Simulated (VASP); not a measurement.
# Lu4SiGe2 (R3m) in VASP: single point with PBE

Aim: the single point of Lu4SiGe2 with PBE.

Program: VASP 6.6.1. These are calculated values, not measurements. Logs are shortened: lines on timing, memory, paths and dates and some standing lists are left out, and cuts for length are marked.

### 1 The cell of the first run

Symmetry: R3m, No. 160, trigonal system. The conventional cell has a = 5.332 Å, b = 5.332 Å, c = 21.900 Å, α = 90.00°, β = 90.00°, γ = 120.00°. Within 3.9 Å of Ge (site symmetry 3m) lie 10 Lu at 2.96 to 3.89 Å and 3 Si at 3.12 Å. Ge (site symmetry 3m) has 1 Si at 2.59 Å and 6 Lu at 3.08 to 3.35 Å within 3.4 Å. Si (site symmetry 3m) has 4 Ge at 2.59 to 3.12 Å and 7 Lu at 2.91 to 3.46 Å within 3.5 Å. Lu (site symmetry 3m) has 5 Lu at 2.84 to 3.29 Å and 3 Si at 3.33 Å and 6 Ge at 3.35 to 3.56 Å within 3.7 Å. Within 3.7 Å of Lu (site symmetry 3m) lie 5 Lu at 2.84 to 3.36 Å and 3 Ge at 3.25 Å and 3 Si at 3.46 Å. Within 3.9 Å of Lu (site symmetry 3m) lie 1 Si at 2.91 Å and 7 Lu at 3.12 to 3.65 Å and 6 Ge at 3.56 to 3.89 Å. Within 4.0 Å of Lu (site symmetry 3m) lie 4 Ge at 2.96 to 3.08 Å and 7 Lu at 3.29 to 3.65 Å and 3 Si at 3.92 Å.

### 2 Single point, PBE

File INCAR:

```
PREC = Accurate
ENCUT = 520
EDIFF = 1E-7
ISMEAR = -1
SIGMA = 0.1
LREAL = False
LASPH = True
NELM = 100
ALGO = Normal
ISIF = 2
LWAVE = False
LCHARG = False
GGA = PE
NBANDS = 75
```

File KPOINTS:

```
Automatic mesh
0
Gamma
  6 6 6
```

File POSCAR:

```
Lu4SiGe2
1.0
    5.3319866970      0.0000000000      0.0000000000
   -2.6659933485      4.6176359323      0.0000001054
   -2.6659933485      1.5392118108      7.2999840351
Ge Si Lu
2 1 4
Direct
    0.4254100807      0.5745899193      0.2762302422
    0.2346144012      0.7653855988      0.7038432036
    0.1163298444      0.8836701556      0.3489895332
    0.8405974228      0.1594025772      0.5217922685
    0.7111264940      0.2888735060      0.1333794820
    0.9832691607      0.0167308393      0.9498074820
    0.5607525962      0.4392474038      0.6822577885
```

Potentials or basis: VASP PAW PBE potentials, release 64 (Ge_d, Si, Lu).

The run is started by

```
$ cat potpaw_PBE.64/Ge_d/POTCAR potpaw_PBE.64/Si/POTCAR potpaw_PBE.64/Lu/POTCAR > POTCAR
$ mpirun -np 1 vasp_std > vasp.out
```

OUTCAR:

```text
PREC = Accurate
   ENCUT = 520
   EDIFF = 1E-7
   ISMEAR = -1
   LREAL = False
   LASPH = True
   NELM = 100
   ISIF = 2
   GGA = PE

 ion  position               nearest neighbor table
   1  0.425  0.575  0.276-   7 2.96   5 3.25   5 3.25   5 3.25
   2  0.235  0.765  0.704-   3 2.59   7 3.08   7 3.08   7 3.08   4 3.35   4 3.35   4 3.35
   3  0.116  0.884  0.349-   2 2.59   6 2.91   4 3.33   4 3.33   4 3.33   5 3.46   5 3.46   5 3.46

   4  0.841  0.159  0.522-   5 2.84   6 3.12   7 3.29   7 3.29   7 3.29   3 3.33   3 3.33   3 3.33
                             2 3.35   2 3.35   2 3.35
   5  0.711  0.289  0.133-   4 2.84   1 3.25   1 3.25   1 3.25   7 3.29   6 3.36   6 3.36   6 3.36
                             3 3.46   3 3.46   3 3.46
   6  0.983  0.017  0.950-   3 2.91   4 3.12   5 3.36   5 3.36   5 3.36   7 3.65   7 3.65   7 3.65

   7  0.561  0.439  0.682-   1 2.96   2 3.08   2 3.08   2 3.08   5 3.29   4 3.29   4 3.29   4 3.29
                             6 3.65   6 3.65   6 3.65

  LATTYP: Found a trigonal (rhomboedric) cell.
 ALAT       =     7.9225286649
 COS(alpha) =     0.7735248894

  Lattice vectors:

 A1 = (   0.0000000000,  -3.0784241215,   7.2999839297)
 A2 = (   2.6659933485,   1.5392118108,   7.2999840351)
 A3 = (  -2.6659933485,   1.5392118108,   7.2999840351)

Analysis of symmetry for initial positions (statically):
=====================================================================
 Subroutine PRICEL returns:
 Original cell was already a primitive cell.

 Routine SETGRP: Setting up the symmetry group for a
 trigonal (rhombohedral) supercell.

 Subroutine GETGRP returns: Found  6 space group operations
 (whereof  6 operations were pure point group operations)
 out of a pool of 12 trial point group operations.

The static configuration has the point symmetry C_3v.

Analysis of symmetry for dynamics (positions and initial velocities):
=====================================================================
 Subroutine PRICEL returns:
 Original cell was already a primitive cell.

 Routine SETGRP: Setting up the symmetry group for a
 trigonal (rhombohedral) supercell.

 Subroutine GETGRP returns: Found  6 space group operations
 (whereof  6 operations were pure point group operations)
 out of a pool of 12 trial point group operations.

The dynamic configuration has the point symmetry C_3v.

 Subroutine INISYM returns: Found  6 space group operations
 (whereof  6 operations are pure point group operations),
 and found     1 'primitive' translations

----------------------------------------------------------------------------------------

                                     Primitive cell

  volume of cell :     179.7342

  direct lattice vectors                    reciprocal lattice vectors
     5.331986697  0.000000000  0.000000000     0.187547355  0.108280515  0.045662203
    -2.665993348  4.617635932  0.000000105     0.000000000  0.216561032 -0.045662196
    -2.665993348  1.539211811  7.299984035     0.000000000 -0.000000003  0.136986602

  length of vectors
     5.331986697  5.331986697  7.922528665     0.221322653  0.221322653  0.136986602

  position of ions in fractional coordinates (direct lattice)
     0.425410081  0.574589919  0.276230242
     0.234614401  0.765385599  0.703843204
     0.116329844  0.883670156  0.348989533
     0.840597423  0.159402577  0.521792269
     0.711126494  0.288873506  0.133379482
     0.983269161  0.016730839  0.949807482
     0.560752596  0.439247404  0.682257789

  ion indices of the primitive-cell ions
   primitive index   ion index
                 1           1
                 2           2
                 3           3
                 4           4
                 5           5
                 6           6
                 7           7

----------------------------------------------------------------------------------------

 KPOINTS: Automatic mesh

Automatic generation of k-mesh.
 Grid dimensions read from file:
 generate k-points for:    6    6    6

 Generating k-lattice:

  Cartesian coordinates                     Fractional coordinates (reciprocal lattice)
     0.031257892  0.018046752  0.007610367     0.166666667 -0.000000000 -0.000000000
     0.000000000  0.036093505 -0.007610366     0.000000000  0.166666667  0.000000000
     0.000000000 -0.000000001  0.022831100     0.000000000  0.000000000  0.166666667

  Length of vectors
     0.036887109  0.036887109  0.022831100

  Shift w.r.t. Gamma in fractional coordinates (k-lattice)
     0.000000000  0.000000000  0.000000000

 Subroutine IBZKPT returns following result:
 ===========================================

 Found     32 irreducible k-points:

 Following reciprocal coordinates:
            Coordinates               Weight
  0.000000  0.000000  0.000000      1.000000
  0.166667  0.000000  0.000000      6.000000
  0.333333  0.000000 -0.000000      6.000000
  0.500000  0.000000  0.000000      3.000000
  0.166667  0.166667 -0.000000      6.000000
  0.333333  0.166667 -0.000000     12.000000
[... 16 lines left out ...]
  0.500000  0.500000  0.166667      6.000000
  0.166667 -0.333333  0.166667     12.000000
 [... further k-points ...]
   k-points           NKPTS =     32   k-points in BZ     NKDIM =     32   number of bands    NBANDS=     75
   number of dos      NEDOS =    301   number of ions     NIONS =      7
   total plane-waves  NPLWV =  96000
   dimension x,y,z NGX =    40 NGY =   40 NGZ =   60
   dimension x,y,z NGXF=    80 NGYF=   80 NGZF=  120
   ions per type =               2   1   4
   NGX,Y,Z   is equivalent  to a cutoff of  12.47, 12.47, 12.59 a.u.
   NGXF,Y,Z  is equivalent  to a cutoff of  24.94, 24.94, 25.18 a.u.
 SYSTEM =  unknown system
   PREC   = accura    normal or accurate (medium, high low for compatibility)
   ISTART =      0    job   : 0-new  1-cont  2-samecut
   ICHARG =      2    charge: 1-file 2-atom 10-const
   ISPIN  =      1    spin polarized calculation?
   LNONCOLLINEAR =      F non collinear calculations
   LSORBIT =      F    spin-orbit coupling
   LASPH  =      T    aspherical Exc in radial PAW
   ENCUT  =  520.0 eV  38.22 Ry    6.18 a.u.   9.91  9.91 14.73*2*pi/ulx,y,z
   NELM   =    100;   NELMIN=  2; NELMDL= -5     # of ELM steps
   EDIFF  = 0.1E-06   stopping-criterion for ELM
   LREAL  =      F    real-space projection
   EDIFFG = 0.1E-05   stopping-criterion for IOM
   NSW    =      0    number of steps for IOM
   IBRION =     -1    ionic relax: 0-MD 1-quasi-New 2-CG
   NFREE  =      0    steps in history (QN), initial steepest desc. (CG)
   ISIF   =      2    stress and relaxation
   ISYM   =      2    0-nonsym 1-usesym 2-fastsym
   POTIM  = 0.5000    time-step for ionic-motion
   TEBEG  =    0.0;   TEEND  =   0.0 temperature during run
   PSTRESS=    0.0 pullay stress
   NELECT =     132.0000    total number of electrons
   NUPDOWN=      -1.0000    fix difference up-down
   EMIN   =  10.00;   EMAX   =-10.00  energy-range for DOS
   EFERMI =   0.00;   METHOD = LEGACY
   ISMEAR =    -1;   SIGMA  =   0.10  broadening in eV -4-tet -1-fermi 0-gaus
   EFERMI_NEDOS =   21; number of points for ismear=-14 and -15
   IALGO  =     38    algorithm
   IMIX   =      4    mixing-type and parameters
     AMIX     =   0.40;   BMIX     =  1.00
     AMIX_MAG =   1.60;   BMIX_MAG =  1.00
  volume/ion in A,a.u.               =      25.68       173.27
  Fermi-wavevector in a.u.,A,eV,Ry     =   1.477030  2.791182 29.682702  2.181617
  Thomas-Fermi vector in A             =   2.591484
   LORBIT       =      0    0 simple, 1 ext, 2 COOP (PROOUT), +10 PAW based schemes
   GGA     = PE    functional components
   LHFCALC =     F    Hartree Fock is set to
   AEXX    =    0.0000 exact exchange contribution
   IVDW    =     0    specifies the selected vdW correction
   LEPSILON=     F    determine dielectric tensor
   LRPA    =     F    only Hartree local field effects (RPA)
 non-spin polarized calculation
  energy-cutoff  :      520.00
  volume of cell :      179.73
 maximum number of plane-waves:      4870
   NGX = 19   NGY = 19   NGZ = 29

 number of electron     132.0000005 magnetization

 Free energy of the ion-electron system (eV)
  ---------------------------------------------------
  ext. energy  EPLUGINS =         0.00000000
  ---------------------------------------------------
  free energy    TOTEN  =       -32.06577180 eV

  energy without entropy =      -31.81259047  energy(sigma->0) =      -31.93918113

 E-fermi :   3.5179     XC(G=0): -10.5143

 val. band max:        3.5019987642   @ k =   0.3333   0.0000   0.1667
 cond. band min:       3.5294037590   @ k =   0.1667   0.0000   0.1667
 fundamental gap:      0.0274049948
 Fermi energy:         3.5178786008

 k-point     1 :       0.0000    0.0000    0.0000
  band No.  band energies     occupation
      1     -53.2915      2.00000
      2     -53.1103      2.00000
      3     -53.0183      2.00000
      4     -52.9571      2.00000
      5     -24.1956      2.00000
      6     -23.9917      2.00000
[... 67 lines left out ...]
     74       6.1235      0.00000
     75       6.3594      0.00000

 k-point     2 :       0.1667    0.0000    0.0000
  band No.  band energies     occupation
      1     -53.2913      2.00000
      2     -53.1104      2.00000
      3     -53.0178      2.00000
      4     -52.9576      2.00000
      5     -24.2010      2.00000
      6     -23.9952      2.00000
[... 67 lines left out ...]
     74       5.9462      0.00000
     75       6.0988      0.00000

 k-point     3 :       0.3333    0.0000   -0.0000
  band No.  band energies     occupation
      1     -53.2910      2.00000
      2     -53.1106      2.00000
      3     -53.0167      2.00000
      4     -52.9589      2.00000
      5     -24.2107      2.00000
      6     -24.0022      2.00000
[... 1627 lines left out ...]
     74       5.6960      0.00000
     75       6.2088      0.00000

 k-point    24 :       0.1667   -0.3333    0.1667
  band No.  band energies     occupation
      1     -53.2909      2.00000
      2     -53.1106      2.00000
      3     -53.0174      2.00000
      4     -52.9582      2.00000
      5     -24.2134      2.00000
      6     -24.0076      2.00000
[... 67 lines left out ...]
     74       5.8247      0.00000
     75       6.1569      0.00000

 [... further k-points ...]
[... 5 lines left out ...]
  --------------------------------------------------------------------------------------
  -------------------------------------------------------------------------------------
  Total       -7.9062562     -7.9062562      2.9341346      0.0000000     -0.0000002      0.0000000
  in kB      -70.4775523    -70.4775523     26.1553149      0.0000000     -0.0000022      0.0000000
  external PRESSURE =     -38.2665966 kB  Pullay stress =       0.0000000 kB

 VOLUME and BASIS-vectors are now :
 -----------------------------------------------------------------------------
  energy-cutoff  :      520.00
  volume of cell :      179.73
      direct lattice vectors                 reciprocal lattice vectors
     5.331986697  0.000000000  0.000000000     0.187547355  0.108280515  0.045662203
    -2.665993348  4.617635932  0.000000105     0.000000000  0.216561032 -0.045662196
    -2.665993348  1.539211811  7.299984035     0.000000000 -0.000000003  0.136986602

 POSITION                                       TOTAL-FORCE (eV/Angst)
 -----------------------------------------------------------------------------------
     -0.00000      3.07842      2.01648        -0.000000      0.000000     -0.005770
     -2.66599      4.61764      5.13804        -0.000000      0.000000     -0.000007
     -2.66599      4.61764      2.54762        -0.000000     -0.000000      0.007364
      2.66599      1.53921      3.80908         0.000000     -0.000000      0.009079
      2.66599      1.53921      0.97367        -0.000000      0.000000     -0.011942
      2.66599      1.53921      6.93358        -0.000000      0.000000     -0.000512
      0.00000      3.07842      4.98047        -0.000000     -0.000000      0.001789
 -----------------------------------------------------------------------------------
    total drift:                                0.000048     -0.000028     -0.000867

  FREE ENERGIE OF THE ION-ELECTRON SYSTEM (eV)
  ---------------------------------------------------
  free  energy   TOTEN  =       -32.0657717953 eV

  energy  without entropy=      -31.8125904666  energy(sigma->0) =      -31.93918113
```

Run time: 22 min. Hardware: 1 thread of Intel Xeon 8259CL, shared host; peak memory 0.51 GiB.

Results:

- Free energy: -32.0658 eV
- Pressure: -3.8 GPa
- Largest force: 0.012 eV/Å
- Band gap on the k mesh: zero (bands 66 and 67 overlap by 0.52 eV)

Forces in eV/Å, atoms in the order of the input:
```
Ge   0.000  0.000 -0.006
Ge   0.000  0.000  0.000
Si   0.000  0.000  0.007
Lu   0.000  0.000  0.009
Lu   0.000  0.000 -0.012
Lu   0.000  0.000 -0.001
Lu   0.000  0.000  0.002
```

Stress tensor (GPa, compression positive):
```
-7.05  0.00  0.00
 0.00 -7.05  0.00
 0.00  0.00  2.62
```

Caveat: the stress differs along the axes, from -7 to 3 GPa; spin-orbit coupling is left out, which moves the levels of the heavy elements.

The gap in the log of VASP goes by the Fermi energy; the results here count the filled bands.